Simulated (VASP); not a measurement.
A run of VASP 6.6.1 is set up as follows.

POSCAR

```
BN
1.0
    2.6509820601      0.0000000000      0.0000000000
   -1.3254910301      2.1333778697      0.0000000000
    0.0000000000      0.0000000000      6.7711487579
B N
2 2
Direct
    0.3419266438      0.6841005342      0.2500000000
    0.6580733562      0.3158994658      0.7500000000
    0.3220549604      0.6437063556      0.7500000000
    0.6779450396      0.3562936444      0.2500000000
```

Contents of INCAR.step1:

```
ALGO = Normal ; EDIFF = 1E-4
ENCUT = 520 ; GGA = PE
ISMEAR = 0 ; LASPH = True
LCHARG = False ; LREAL = False
LWAVE = True ; NBANDS = 16
NELM = 100 ; PREC = Accurate
SIGMA = 0.02
```

Contents of INCAR.step2:

```
ALGO = Normal ; EDIFF = 1E-7
ENCUT = 520 ; ISIF = 2
ISMEAR = 0 ; ISTART = 1
LASPH = True ; LCHARG = True
LELF = True ; LMIXTAU = True
LREAL = False ; LVHAR = True
LWAVE = False ; METAGGA = R2SCAN
NBANDS = 16 ; NELM = 100
PREC = Accurate ; SIGMA = 0.02
```

KPOINTS

```
k-points
0
Gamma
  12 12 4
```

Potentials or basis: VASP PAW PBE potentials, release 64 (B, N).

Launch:

```console
$ cat potpaw_PBE.64/B/POTCAR potpaw_PBE.64/N/POTCAR > POTCAR
$ cp INCAR.step1 INCAR
$ mpirun -np 1 vasp_std > vasp.out
$ cp INCAR.step2 INCAR
$ mpirun -np 1 vasp_std > vasp.out
```

Estimate the pressure.

-13.2 GPa.

Predict the band gap on the k mesh.

4.57 eV (least direct gap 5.03 eV).

Stress tensor (GPa, compression positive):
```
-43.45  -0.01   0.00
 -0.01   3.86   0.00
  0.00   0.00   0.04
```

Caveat: the cell differs from its parent crystal (uniaxial strain along a: +6.0 %); the stress differs along the axes, from -43 to 4 GPa; the PAW data sets were made with another functional, which shifts forces and pressure a little. A k mesh can miss the band edges.
